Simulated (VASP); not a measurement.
Al, 1 atom in the cell. It takes space group Fm-3m (No. 225, cubic). The conventional cell has a = 3.731 Å, b = 3.731 Å, c = 3.731 Å, α = 90.00°, β = 90.00°, γ = 90.00°. Within 3.5 Å of Al (site symmetry m-3m) lie 12 Al at 2.64 Å. 

```yaml
Program: VASP 6.6.1
Task: relaxation of cell and atoms
Functional: r2SCAN
Potentials_or_basis: VASP PAW PBE potentials, release 64 (Al)
Cutoff: 600 eV
k_mesh: 20 × 20 × 20
Occupations: gaussian, width 0.1 eV
Spin: no spin polarisation
Target_pressure: 30 GPa
Dipole_correction: no
Further_INCAR_settings: ALGO = Normal; EDIFF = 1e-07; IBRION = 2; EDIFFG = -0.008; NSW = 70; ISIF = 3
```

Potentials or basis: VASP PAW PBE potentials, release 64 (Al).

Launch:

```console
$ cat potpaw_PBE.64/Al/POTCAR > POTCAR
$ cp INCAR.step1 INCAR
$ mpirun -np 1 vasp_std > vasp.out
$ cp INCAR.step2 INCAR
$ mpirun -np 1 vasp_std > vasp.out
```

Hardware: 1 thread of Intel(R) Xeon(R) Platinum 8488C (Sapphire Rapids) (shared host).

Problem. How long does it take, and how much memory?

Solution. Wall time 97 s on 1 thread of Intel(R) Xeon(R) Platinum 8488C (Sapphire Rapids) (shared host), peak memory 0.15 GiB. Counts: k points 256, ion steps 3.
